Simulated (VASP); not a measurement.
# TaN (Amm2) in VASP: further runs

The runs below take TaN through single point, with r2SCAN.

Everything below comes from runs of VASP 6.6.1. Logs are shortened: lines on timing, memory, paths and dates and some standing lists are left out, and cuts for length are marked.

## (1) The cell of the first run

It takes space group Amm2 (No. 38, orthorhombic). The conventional cell has a = 2.883 Å, b = 2.997 Å, c = 4.987 Å, α = 90.00°, β = 90.00°, γ = 90.00°. Ta (site symmetry mm2) has 6 N at 2.20 to 2.24 Å and 8 Ta at 2.88 to 3.00 Å within 3.0 Å. Within 3.0 Å of N (site symmetry mm2) lie 6 Ta at 2.20 to 2.24 Å and 8 N at 2.88 to 3.00 Å.

## (2) Single point, r2SCAN (strain +0.0200 x Voigt [1, -1, 0, 0, 0, 0])

The input, POSCAR:

```
TaN
1.0
    2.9967588356      0.0000000000      0.0000000000
   -1.4983794178      2.4934940147      0.0000000000
    0.0000000000      0.0000000000      2.8830000000
Ta N
1 1
Direct
    0.3333333333      0.6666666667      0.5000000000
    0.0000000000      0.0000000000      0.0000000000
```

The input, INCAR.step1:

```
ALGO     = Normal         # electronic algorithm
EDIFF    = 1E-4           # SCF threshold, eV
ENCUT    = 520            # plane-wave cutoff, eV
GGA      = PE             # functional
ISMEAR   = 0              # smearing method
LASPH    = True           # aspherical terms in the spheres
LCHARG   = False          # write CHGCAR
LREAL    = False          # projectors in reciprocal space
LWAVE    = True           # write WAVECAR
NBANDS   = 15             # bands
NELM     = 80             # most SCF steps
PREC     = Accurate       # precision mode
SIGMA    = 0.15           # smearing width, eV
```

The input, INCAR.step2:

```
ALGO     = Normal         # electronic algorithm
EDIFF    = 1E-6           # SCF threshold, eV
ENCUT    = 520            # plane-wave cutoff, eV
ISIF     = 2              # what is computed and relaxed
ISMEAR   = 0              # smearing method
ISTART   = 1            
LASPH    = True           # aspherical terms in the spheres
LCHARG   = False          # write CHGCAR
LMIXTAU  = True         
LREAL    = False          # projectors in reciprocal space
LWAVE    = False          # write WAVECAR
METAGGA  = R2SCAN         # meta-GGA
NBANDS   = 15             # bands
NELM     = 80             # most SCF steps
PREC     = Accurate       # precision mode
SIGMA    = 0.15           # smearing width, eV
```

The input, KPOINTS:

```
k-points
0
Gamma
  18 18 16
```

Potentials or basis: VASP PAW PBE potentials, release 64 (Ta_pv, N).

The run is started by

```
$ cat potpaw_PBE.64/Ta_pv/POTCAR potpaw_PBE.64/N/POTCAR > POTCAR
$ cp INCAR.step1 INCAR
$ mpirun -np 1 vasp_std > vasp.out
$ cp INCAR.step2 INCAR
$ mpirun -np 1 vasp_std > vasp.out
```

OUTCAR:

```text
EDIFF = 1E-6
   ENCUT = 520
   ISIF = 2
   ISMEAR = 0
   ISTART = 1
   LASPH = True
   LREAL = False
   METAGGA = R2SCAN
   NELM = 80
   PREC = Accurate

 ion  position               nearest neighbor table
   1  0.333  0.667  0.500-   2 2.20   2 2.20   2 2.24   2 2.24   2 2.24   2 2.24
   2  0.000  0.000  0.000-   1 2.20   1 2.20   1 2.24   1 2.24   1 2.24   1 2.24

  Warning from LATTYP: Monoclinic adjustment (A1->A3, A2->A1, A3->A2)!
  LATTYP: Found a base centered orthorhombic cell.
 ALAT       =     2.9967588356
 B/A-ratio  =     1.6641272465
 C/A-ratio  =     0.9620393759

  Lattice vectors:

 A1 = (   1.4983794178,  -2.4934940147,   0.0000000000)
 A2 = (   1.4983794178,   2.4934940147,   0.0000000000)
 A3 = (   0.0000000000,   0.0000000000,   2.8830000000)

Analysis of symmetry for initial positions (statically):
=====================================================================
 Subroutine PRICEL returns:
 Original cell was already a primitive cell.

 Routine SETGRP: Setting up the symmetry group for a
 base centered orthorhombic supercell.

 Subroutine GETGRP returns: Found  4 space group operations
 (whereof  4 operations were pure point group operations)
 out of a pool of  8 trial point group operations.

The static configuration has the point symmetry C_2v.

Analysis of symmetry for dynamics (positions and initial velocities):
=====================================================================
 Subroutine PRICEL returns:
 Original cell was already a primitive cell.

 Routine SETGRP: Setting up the symmetry group for a
 base centered orthorhombic supercell.

 Subroutine GETGRP returns: Found  4 space group operations
 (whereof  4 operations were pure point group operations)
 out of a pool of  8 trial point group operations.

The dynamic configuration has the point symmetry C_2v.

 Subroutine INISYM returns: Found  4 space group operations
 (whereof  4 operations are pure point group operations),
 and found     1 'primitive' translations

----------------------------------------------------------------------------------------

                                     Primitive cell

  volume of cell :      21.5429

  direct lattice vectors                    reciprocal lattice vectors
     2.996758836  0.000000000  0.000000000     0.333693852  0.200521837  0.000000000
    -1.498379418  2.493494015  0.000000000     0.000000000  0.401043674  0.000000000
     0.000000000  0.000000000  2.883000000     0.000000000  0.000000000  0.346860909

  length of vectors
     2.996758836  2.909063987  2.883000000     0.389307840  0.401043674  0.346860909

  position of ions in fractional coordinates (direct lattice)
     0.333333333  0.666666667  0.500000000
     0.000000000  0.000000000  0.000000000

  ion indices of the primitive-cell ions
   primitive index   ion index
                 1           1
                 2           2

----------------------------------------------------------------------------------------

 KPOINTS: k-points

Automatic generation of k-mesh.
 Grid dimensions read from file:
 generate k-points for:   18   18   16

 Generating k-lattice:

  Cartesian coordinates                     Fractional coordinates (reciprocal lattice)
     0.018538547  0.011140102  0.000000000     0.055555556  0.000000000  0.000000000
     0.000000000  0.022280204  0.000000000     0.000000000  0.055555556  0.000000000
     0.000000000  0.000000000  0.021678807     0.000000000  0.000000000  0.062500000

  Length of vectors
     0.021628213  0.022280204  0.021678807

  Shift w.r.t. Gamma in fractional coordinates (k-lattice)
     0.000000000  0.000000000  0.000000000

 Subroutine IBZKPT returns following result:
 ===========================================

 Found    819 irreducible k-points:

 Following reciprocal coordinates:
            Coordinates               Weight
  0.000000  0.000000  0.000000      1.000000
  0.055556  0.000000  0.000000      4.000000
  0.111111  0.000000  0.000000      4.000000
  0.166667  0.000000  0.000000      4.000000
  0.222222  0.000000  0.000000      4.000000
  0.277778  0.000000  0.000000      4.000000
[... 16 lines left out ...]
 -0.333333  0.055556  0.000000      4.000000
 -0.277778  0.055556  0.000000      4.000000
 [... further k-points ...]
   k-points           NKPTS =    819   k-points in BZ     NKDIM =    819   number of bands    NBANDS=     15
   number of dos      NEDOS =    301   number of ions     NIONS =      2
   total plane-waves  NPLWV =  13824
   dimension x,y,z NGX =    24 NGY =   24 NGZ =   24
   dimension x,y,z NGXF=    48 NGYF=   48 NGZF=   48
   ions per type =               1   1
   NGX,Y,Z   is equivalent  to a cutoff of  13.31, 13.72, 13.84 a.u.
   NGXF,Y,Z  is equivalent  to a cutoff of  26.63, 27.43, 27.68 a.u.
 SYSTEM =  unknown system
   PREC   = accura    normal or accurate (medium, high low for compatibility)
   ISTART =      1    job   : 0-new  1-cont  2-samecut
   ICHARG =      0    charge: 1-file 2-atom 10-const
   ISPIN  =      1    spin polarized calculation?
   LNONCOLLINEAR =      F non collinear calculations
   LSORBIT =      F    spin-orbit coupling
   LASPH  =      T    aspherical Exc in radial PAW
   ENCUT  =  520.0 eV  38.22 Ry    6.18 a.u.   5.57  5.41  5.36*2*pi/ulx,y,z
   NELM   =     80;   NELMIN=  2; NELMDL=  0     # of ELM steps
   EDIFF  = 0.1E-05   stopping-criterion for ELM
   LREAL  =      F    real-space projection
   EDIFFG = 0.1E-04   stopping-criterion for IOM
   NSW    =      0    number of steps for IOM
   IBRION =     -1    ionic relax: 0-MD 1-quasi-New 2-CG
   NFREE  =      0    steps in history (QN), initial steepest desc. (CG)
   ISIF   =      2    stress and relaxation
   ISYM   =      2    0-nonsym 1-usesym 2-fastsym
   POTIM  = 0.5000    time-step for ionic-motion
   TEBEG  =    0.0;   TEEND  =   0.0 temperature during run
   PSTRESS=    0.0 pullay stress
   NELECT =      16.0000    total number of electrons
   NUPDOWN=      -1.0000    fix difference up-down
   EMIN   =  10.00;   EMAX   =-10.00  energy-range for DOS
   EFERMI =   0.00;   METHOD = LEGACY
   ISMEAR =     0;   SIGMA  =   0.15  broadening in eV -4-tet -1-fermi 0-gaus
   EFERMI_NEDOS =   21; number of points for ismear=-14 and -15
   IALGO  =     38    algorithm
   IMIX   =      4    mixing-type and parameters
     AMIX     =   0.40;   BMIX     =  1.00
     AMIX_MAG =   1.60;   BMIX_MAG =  1.00
  volume/ion in A,a.u.               =      10.77        72.69
  Fermi-wavevector in a.u.,A,eV,Ry     =   1.482563  2.801638 29.905522  2.197994
  Thomas-Fermi vector in A             =   2.596334
   LORBIT       =      0    0 simple, 1 ext, 2 COOP (PROOUT), +10 PAW based schemes
   METAGGA = R2SCAN    functional components
   LHFCALC =     F    Hartree Fock is set to
   AEXX    =    0.0000 exact exchange contribution
   IVDW    =     0    specifies the selected vdW correction
   LEPSILON=     F    determine dielectric tensor
   LRPA    =     F    only Hartree local field effects (RPA)
 non-spin polarized calculation
 Gauss-broadening in eV      SIGMA  =   0.15
  energy-cutoff  :      520.00
  volume of cell :       21.54
 maximum number of plane-waves:       597
   NGX = 11   NGY = 11   NGZ = 11

 number of electron      15.9999999 magnetization

 Free energy of the ion-electron system (eV)
  ---------------------------------------------------
  ext. energy  EPLUGINS =         0.00000000
  ---------------------------------------------------
  free energy    TOTEN  =       -60.37059093 eV

  energy without entropy =      -60.37011944  energy(sigma->0) =      -60.37035518

 E-fermi :   8.1884     XC(G=0): -14.3497

 val. band max:        8.1879056285   @ k =   0.0000   0.1111   0.5000
 cond. band min:       8.2078018383   @ k =   0.0000   0.0556   0.3125
 fundamental gap:      0.0198962098
 Fermi energy:         8.1883829694

 k-point     1 :       0.0000    0.0000    0.0000
  band No.  band energies     occupation
      1     -27.9171      2.00000
      2     -27.6945      2.00000
      3     -27.6116      2.00000
      4     -10.5874      2.00000
      5       3.1412      2.00000
      6       3.5559      2.00000
      7       3.9223      2.00000
      8       5.0674      2.00000
      9      10.7063      0.00000
     10      11.7060      0.00000
     11      12.2647      0.00000
     12      12.3776      0.00000
     13      12.5464      0.00000
     14      18.8377      0.00000
     15      22.2789      0.00000

 k-point     2 :       0.0556    0.0000    0.0000
  band No.  band energies     occupation
      1     -27.9129      2.00000
      2     -27.7215      2.00000
      3     -27.6257      2.00000
      4     -10.5238      2.00000
      5       3.0066      2.00000
      6       3.5678      2.00000
      7       3.9898      2.00000
      8       4.9732      2.00000
      9      10.9352      0.00000
     10      11.6232      0.00000
     11      12.2355      0.00000
     12      12.4027      0.00000
     13      12.5802      0.00000
     14      18.8376      0.00000
     15      22.2508      0.00000

 k-point     3 :       0.1111    0.0000    0.0000
  band No.  band energies     occupation
      1     -27.9007      2.00000
      2     -27.8100      2.00000
      3     -27.6543      2.00000
      4     -10.3403      2.00000
      5       2.5819      2.00000
      6       3.6709      2.00000
      7       4.1988      2.00000
      8       4.7160      2.00000
      9      11.2062      0.00000
     10      11.6927      0.00000
     11      12.2229      0.00000
     12      12.3509      0.00000
     13      12.7806      0.00000
     14      18.8377      0.00000
     15      22.1853      0.00000

 k-point     4 :       0.1667    0.0000    0.0000
  band No.  band energies     occupation
      1     -27.9530      2.00000
      2     -27.8820      2.00000
      3     -27.6875      2.00000
      4     -10.0568      2.00000
      5       1.9869      2.00000
      6       3.8637      2.00000
      7       4.3555      2.00000
      8       4.5054      2.00000
      9      10.8580      0.00000
     10      12.2109      0.00000
     11      12.2275      0.00000
     12      12.5741      0.00000
     13      13.0782      0.00000
     14      18.8377      0.00000
     15      22.1399      0.00000
[... 307 lines left out ...]
 k-point    22 :      -0.3889    0.0556    0.0000
  band No.  band energies     occupation
      1     -28.5285      2.00000
      2     -27.8368      2.00000
      3     -27.8005      2.00000
      4      -8.7623      2.00000
      5       0.1088      2.00000
      6       3.0997      2.00000
      7       4.2468      2.00000
      8       5.3410      2.00000
      9      11.0215      0.00000
     10      11.4387      0.00000
     11      13.0495      0.00000
     12      14.0665      0.00000
     13      15.3997      0.00000
     14      18.8359      0.00000
     15      22.3399      0.00000

 k-point    23 :      -0.3333    0.0556    0.0000
  band No.  band energies     occupation
      1     -28.3797      2.00000
      2     -27.8220      2.00000
      3     -27.8023      2.00000
      4      -9.1095      2.00000
      5       0.5328      2.00000
      6       3.3897      2.00000
      7       4.2193      2.00000
      8       5.2693      2.00000
      9      10.5165      0.00000
     10      11.5955      0.00000
     11      12.8191      0.00000
     12      13.9436      0.00000
     13      14.7421      0.00000
     14      18.8371      0.00000
     15      22.5108      0.00000

 k-point    24 :      -0.2778    0.0556    0.0000
  band No.  band energies     occupation
      1     -28.2100      2.00000
      2     -27.8460      2.00000
      3     -27.7608      2.00000
      4      -9.4896      2.00000
      5       1.0499      2.00000
      6       3.7423      2.00000
      7       4.1189      2.00000
      8       5.0611      2.00000
      9      10.3711      0.00000
     10      11.7894      0.00000
     11      12.5790      0.00000
     12      13.7246      0.00000
     13      13.9659      0.00000
     14      18.8375      0.00000
     15      22.3089      0.00000

 [... further k-points ...]

------------------------ aborting loop because EDIFF is reached ----------------------------------------

  FORCE on cell =-STRESS in cart. coord.  units (eV):
  Direction    XX          YY          ZZ          XY          YZ          ZX
  --------------------------------------------------------------------------------------
  -------------------------------------------------------------------------------------
  Total       -1.0433550      1.4834729      0.2986718      0.0000000      0.0000000      0.0000000
  in kB      -77.5957439    110.3279238     22.2126296      0.0000000      0.0000000      0.0000000
  external PRESSURE =      18.3149365 kB  Pullay stress =       0.0000000 kB

 VOLUME and BASIS-vectors are now :
 -----------------------------------------------------------------------------
  energy-cutoff  :      520.00
  volume of cell :       21.54
      direct lattice vectors                 reciprocal lattice vectors
     2.996758836  0.000000000  0.000000000     0.333693852  0.200521837  0.000000000
    -1.498379418  2.493494015  0.000000000     0.000000000  0.401043674  0.000000000
     0.000000000  0.000000000  2.883000000     0.000000000  0.000000000  0.346860909

 POSITION                                       TOTAL-FORCE (eV/Angst)
 -----------------------------------------------------------------------------------
     -0.00000      1.66233      1.44150         0.000000      0.069785      0.000000
      0.00000      0.00000      0.00000         0.000000     -0.069785      0.000000
 -----------------------------------------------------------------------------------
    total drift:                               -0.000000     -0.000181     -0.000000

  FREE ENERGIE OF THE ION-ELECTRON SYSTEM (eV)
  ---------------------------------------------------
  free  energy   TOTEN  =       -60.3705909283 eV

  energy  without entropy=      -60.3701194382  energy(sigma->0) =      -60.37035518
```

Wall time 15 min (1 thread of Intel Xeon 8259CL, shared host); peak memory 0.38 GiB.

Results:

```
Free energy            : -60.3706 eV
Pressure               : 1.8 GPa
Largest force          : 0.070 eV/Å
Band gap on the k mesh : zero (bands 8 and 9 overlap by 0.11 eV)
```

Forces on the atoms (eV/Å):
```
Ta   0.000  0.070  0.000
N    0.000 -0.070  0.000
```

Caveat: the cell differs from its parent crystal (strain +0.0200 x Voigt [1, -1, 0, 0, 0, 0]); the stress differs along the axes, from -8 to 11 GPa; the PAW data sets were made with another functional, which shifts forces and pressure a little; spin-orbit coupling is left out, which moves the levels of the heavy elements.

## (3) Single point, r2SCAN (strain +0.0300 x Voigt [1, -1, 0, 0, 0, 0])

The input, POSCAR:

```
TaN
1.0
    3.0261388242      0.0000000000      0.0000000000
   -1.5130694121      2.4680501983      0.0000000000
    0.0000000000      0.0000000000      2.8830000000
Ta N
1 1
Direct
    0.3333333333      0.6666666667      0.5000000000
    0.0000000000      0.0000000000      0.0000000000
```

The input, INCAR.step1:

```
SYSTEM = TaN
PREC = Accurate
ENCUT = 520
ISMEAR = 0
SIGMA = 0.15
LREAL = .False.
LASPH = .True.
NELM = 100
NBANDS = 15
GGA = PE
ALGO = Normal
EDIFF = 1E-4
LWAVE = .True.
LCHARG = .False.
```

The input, INCAR.step2:

```
SYSTEM = TaN
PREC = Accurate
ENCUT = 520
EDIFF = 1E-7
ISMEAR = 0
SIGMA = 0.15
LREAL = .False.
LASPH = .True.
NELM = 100
ALGO = Normal
ISIF = 2
LWAVE = .False.
LCHARG = .False.
METAGGA = R2SCAN
LMIXTAU = .True.
NBANDS = 15
ISTART = 1
```

The input, KPOINTS:

```
Automatic mesh
0
Gamma
  18 18 16
  0 0 0
```

Potentials or basis: VASP PAW PBE potentials, release 64 (Ta_pv, N).

The run is started by

```
$ cat potpaw_PBE.64/Ta_pv/POTCAR potpaw_PBE.64/N/POTCAR > POTCAR
$ cp INCAR.step1 INCAR
$ mpirun -np 1 vasp_std > vasp.out
$ cp INCAR.step2 INCAR
$ mpirun -np 1 vasp_std > vasp.out
```

It took 10 min on 1 thread of AMD EPYC 9R45 (Zen 5), shared host; peak memory 0.34 GiB.

It converged, with:

```yaml
Free_energy: -60.3387 eV
Pressure: 2.4 GPa
Largest_force: 0.118 eV/Å
Band_gap_on_the_k_mesh: zero (bands 8 and 9 overlap by 0.22 eV)
```

Forces in eV/Å, atoms in the order of the input:
```
Ta   0.000  0.118  0.000
N    0.000 -0.118  0.000
```

Stress tensor (GPa, compression positive):
```
-11.82   0.00   0.00
  0.00  16.52   0.00
  0.00   0.00   2.45
```

Levels at points of the mesh, in eV from the Fermi level:
```
           k point  band 6  band 7  band 8  band 9  band 10  band 11
(0.00, 0.00, 0.00)   -4.59   -4.09   -3.09    2.56     3.44     4.21
(0.50, 0.00, 0.00)   -5.38   -3.59   -3.17    3.49     4.16     5.57
(0.00, 0.50, 0.00)   -5.39   -3.62   -3.41    2.97     4.11     5.52
(0.00, 0.00, 0.50)   -3.98   -3.78   -0.64    0.68     2.46     3.39
(0.50, 0.00, 0.50)   -6.37   -5.62   -0.63    4.59     5.25     6.28
(0.00, 0.50, 0.50)   -6.42   -6.28   -0.03    4.43     5.80     6.34
```

Caveat: the cell differs from its parent crystal (strain +0.0300 x Voigt [1, -1, 0, 0, 0, 0]); the stress differs along the axes, from -12 to 17 GPa; the PAW data sets were made with another functional, which shifts forces and pressure a little; spin-orbit coupling is left out, which moves the levels of the heavy elements.
